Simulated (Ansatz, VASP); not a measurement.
Si: VASP beside Ansatz

```
Si
1.0
     0.00000    2.76511    2.86770
     2.76511    0.00000    2.86770
     2.76511    2.76511    0.00000
Si
2
Direct
  0.50000 0.50000 0.50000
  0.75000 0.75000 0.75000
```

Alike in both runs: task single point; functional PBE; k mesh 10 × 10 × 10; occupations gaussian, width 0.05 eV; no spin polarisation.

|  | VASP | Ansatz |
| --- | --- | --- |
| version | VASP 6.6.1 | Ansatz 0.2.0 |
| potentials or method | VASP PAW PBE potentials, release 64 (Si), cutoff 520 eV | scalar-relativistic, plane waves, PAW |
| valence electrons in the cell | 8 | 8 |

```tsv
	VASP	Ansatz	Ansatz less VASP
gap on the k mesh at the Fermi level (eV)	0.54	0.54	-0.002
least direct gap on the mesh (eV)	2.14	2.14	-0.002
pressure (GPa)	-5.4	-5.3	+0.05
traceless stress, the component that is largest in VASP (GPa)	-2.42	-2.41	+0.005
```
